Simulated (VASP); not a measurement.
Write the native input for VASP 6.6.1 that does the following.

```
Task                   : single point
Functional             : PBEsol
Potentials or basis    : VASP PAW PBE potentials, release 64 (Br)
Cutoff                 : 520 eV
k mesh                 : 2 × 2 × 2, shifted
Occupations            : fermi-dirac, width 0.05 eV
Spin                   : no spin polarisation
Dipole correction      : no
Further INCAR settings : LREAL = Auto; ALGO = Normal; EDIFF = 1e-06; NBANDS = 78
```

The structure of Br lies in POSCAR:

```
Br
1.0
   -2.8147530000      2.8147530000     -7.0740340000
    8.4442600000      0.0000000000      0.0000000000
    0.0000000000     -8.4442600000      0.0000000000
Br
18
Direct
    0.5118089622      0.0100113937      0.6869758643
    0.0282650606      0.0049307061      0.6566240457
    0.5063016378      0.3422180338      0.6822468818
   -0.0479502926      0.2988703297      0.6417825564
    0.4962745443      0.6694052839      0.7025127439
    0.0480491047      0.6651170572      0.7079120446
    0.5511624626     -0.0018973604      0.3780406093
   -0.0366037257      0.0010256142      0.3137799586
    0.4979936483      0.3542335404      0.2899553206
   -0.0194101414      0.3543459399      0.3238175099
    0.4919583366      0.6759911708      0.3424782283
    0.0270414307      0.6882559216      0.3753026255
    0.4943248788     -0.0146731110      0.0204494456
    0.0011929544      0.0159694126     -0.0199118843
    0.5178179805      0.3427352680     -0.0128893812
   -0.0297258961      0.3221274504     -0.0097540880
    0.4626915845      0.6572961426     -0.0229596761
    0.0095241273      0.6329889257      0.0110150642
```

This cell differs from its parent crystal: dynamics (npt langevin) at 450 K, volume x 1.01, from the last frame before.

One way to write it, as run:

INCAR

```
PREC = Accurate
ENCUT = 520
EDIFF = 1E-6
ISMEAR = -1
SIGMA = 0.05
LREAL = Auto
LASPH = T
NELM = 80
ALGO = Normal
ISIF = 2
LWAVE = F
LCHARG = F
GGA = PS
NBANDS = 78
```

KPOINTS

```
Automatic mesh
0
Gamma
  2 2 2
  0.5 0.5 0.5
```

Potentials or basis: VASP PAW PBE potentials, release 64 (Br).

The run is started by

```console
$ cat potpaw_PBE.64/Br/POTCAR > POTCAR
$ mpirun -np 1 vasp_std > vasp.out
```

It gave:

```yaml
Pressure: 2.0 GPa
Largest_force: 0.749 eV/Å
Band_gap_on_the_k_mesh: 0.03 eV (least direct gap 0.05 eV)
```

Caveat: the atoms stand as in a frame of molecular dynamics; the PAW data sets were made with another functional, which shifts forces and pressure a little; a shifted mesh leaves out Γ, where band edges can lie.

Wall time 12 min on 1 thread of Oxide Virtual Turin-like Processor (shared host), peak memory 0.53 GiB.
